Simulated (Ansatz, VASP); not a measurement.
## One calculation of Ba, two programs

Contents of POSCAR:

```
Ba
1.0
   -2.5367939014      2.5367939014      2.5367939014
    2.5367939014     -2.5367939014      2.5367939014
    2.5367939014      2.5367939014     -2.5367939014
Ba
1
Direct
    0.0000000000      0.0000000000      0.0000000000
```

INCAR.step1

```
ALGO     = Normal         # electronic algorithm
EDIFF    = 1E-4           # SCF threshold, eV
ENCUT    = 520            # plane-wave cutoff, eV
GGA      = PE             # functional
ISMEAR   = 1              # smearing method
LASPH    = True           # aspherical terms in the spheres
LCHARG   = False          # write CHGCAR
LREAL    = False          # projectors in reciprocal space
LWAVE    = True           # write WAVECAR
NBANDS   = 11             # bands
NELM     = 60             # most SCF steps
PREC     = Accurate       # precision mode
SIGMA    = 0.2            # smearing width, eV
```

The input INCAR.step2:

```
ALGO     = Normal         # electronic algorithm
EDIFF    = 1E-6           # SCF threshold, eV
ENCUT    = 520            # plane-wave cutoff, eV
ISIF     = 2              # what is computed and relaxed
ISMEAR   = 1              # smearing method
ISTART   = 1            
LASPH    = True           # aspherical terms in the spheres
LCHARG   = False          # write CHGCAR
LMIXTAU  = True         
LREAL    = False          # projectors in reciprocal space
LWAVE    = False          # write WAVECAR
METAGGA  = R2SCAN         # meta-GGA
NBANDS   = 11             # bands
NELM     = 60             # most SCF steps
PREC     = Accurate       # precision mode
SIGMA    = 0.2            # smearing width, eV
```

File KPOINTS:

```
k-points
0
Gamma
  9 9 9
```

Input for Ansatz:

```yaml
crystal:
  lattice:
    - [-2.5367939014, 2.5367939014, 2.5367939014]
    - [2.5367939014, -2.5367939014, 2.5367939014]
    - [2.5367939014, 2.5367939014, -2.5367939014]
  atoms:
    - { symbol: Ba, position: [0.0, 0.0, 0.0] }
hamiltonian:
  xc: r2scan
  pseudopotentials:
    kind: paw
    azcp:
      Ba: "pseudopotentials/Ba.paw.azcp"
basis:
  ecutwfc: 500
  fft_grid_basis: typed
kpoints:
  mp_grid: { grid: [9, 9, 9], shift: [0, 0, 0] }
magnetization:
  spin_polarized: false
scf:
  occupations: { method: methfessel_paxton, width: 0.2 }
  lower_state_search: "off"
output:
  stress: true
  write_density: true
  write_potential: true
  elf: true
  volumetric_format: npy
```

Alike in both runs: task single point; functional r2SCAN; k mesh 9 × 9 × 9; occupations methfessel-paxton of order 1, width 0.2 eV; no spin polarisation.

```csv
,VASP,Ansatz
version,VASP 6.6.1,Ansatz 0.2.0
potentials or method,"VASP PAW PBE potentials, release 64 (Ba_sv), cutoff 520 eV","plane waves (500 eV) with PAW, scalar-relativistic"
valence electrons in the cell,10,10
```

```csv
,VASP,Ansatz,Ansatz less VASP
pressure (GPa),0.0,0.0,-0.05
```

VASP's potentials were made for PBE, not for r2SCAN.

Spin-orbit coupling is off throughout.
